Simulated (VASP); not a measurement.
WS:

```
CELL_PARAMETERS angstrom
0.00000 2.95947 2.95947
2.95947 0.00000 2.95947
2.95947 2.95947 0.00000
ATOMIC_POSITIONS crystal
W 0.00000 0.00000 0.00000
S 0.25000 0.25000 0.25000
```

Base run:

* Program: VASP 6.6.1
* Functional: r2SCAN
* Potentials or basis: VASP PAW PBE potentials, release 64 (W_sv, S)
* Cutoff: 520 eV
* k mesh: 12 × 12 × 12
* Occupations: gaussian, width 0.1 eV
* Spin: collinear spin
* Starting moments: [1.0, 0.0] μB
* Hubbard terms: W d U = 6.2 eV

Its results: band gap on the k mesh zero (filled and empty bands overlap); pressure -1.7 GPa.

**Question.** The run is repeated on the same cell with these changes: spin from collinear spin to no spin polarisation; further incar settings from ALGO = Normal; EDIFF = 1e-06; NBANDS = 21 to ALGO = Normal; EDIFF = 1e-06; NBANDS = 17. What comes out?

**Answer.** Band gap on the k mesh 0.39 eV (least direct gap 0.53 eV); pressure -6.4 GPa.

Caveats: the PAW data sets were made with another functional, which shifts forces and pressure a little; spin-orbit coupling is left out, which moves the levels of the heavy elements; the cell stands under tension (at least some runs).

A k mesh can miss the band edges.
